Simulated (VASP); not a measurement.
Write the native input for VASP 6.6.1 that does the following.

```
Task                   : single point
Functional             : PBE
Potentials or basis    : VASP PAW PBE potentials, release 64 (Pb_d, S)
Cutoff                 : 500 eV
k mesh                 : 4 × 4 × 4
Occupations            : gaussian, width 0.01 eV
Spin                   : no spin polarisation
Dipole correction      : no
Further INCAR settings : ALGO = Normal; EDIFF = 1e-06; NBANDS = 17
```

The structure of PbS lies in POSCAR:

```
PbS
1.0
    0.0000000000      3.0171050030      3.0171050030
    3.0171050030      0.0000000000      3.0171050030
    3.0171050030      3.0171050030      0.0000000000
Pb S
1 1
Direct
    0.0000000000      0.0000000000      0.0000000000
    0.5000000000      0.5000000000      0.5000000000
```

This cell differs from its parent crystal: strain +1.0%.

One way to write it, as run:

INCAR

```
ALGO = Normal
EDIFF = 1E-6
ENCUT = 500
GGA = PE
GGA_COMPAT = F
ISIF = 2
ISMEAR = 0
LASPH = T
LCHARG = F
LREAL = F
LWAVE = F
NBANDS = 17
NELM = 120
PREC = Accurate
SIGMA = 0.01
```

KPOINTS

```
k-points
0
Gamma
  4 4 4
```

Potentials or basis: VASP PAW PBE potentials, release 64 (Pb_d, S).

Run with:

```bash
$ cat potpaw_PBE.64/Pb_d/POTCAR potpaw_PBE.64/S/POTCAR > POTCAR
$ mpirun -np 1 vasp_std > vasp.out
```

It gave:

| Property | Result |
| --- | --- |
| Pressure | -0.6 GPa |
| Band gap on the k mesh | 0.54 eV |

Caveat: the k points lie up to 0.45 Å⁻¹ apart; the cell differs from its parent crystal (strain +1.0%); spin-orbit coupling is left out, which moves the levels of the heavy elements.

Wall time 7.7 s on 1 thread of Intel(R) Xeon(R) Platinum 8259CL CPU @ 2.50GHz (Skylake/Cascade Lake) (shared host), peak memory 0.17 GiB.
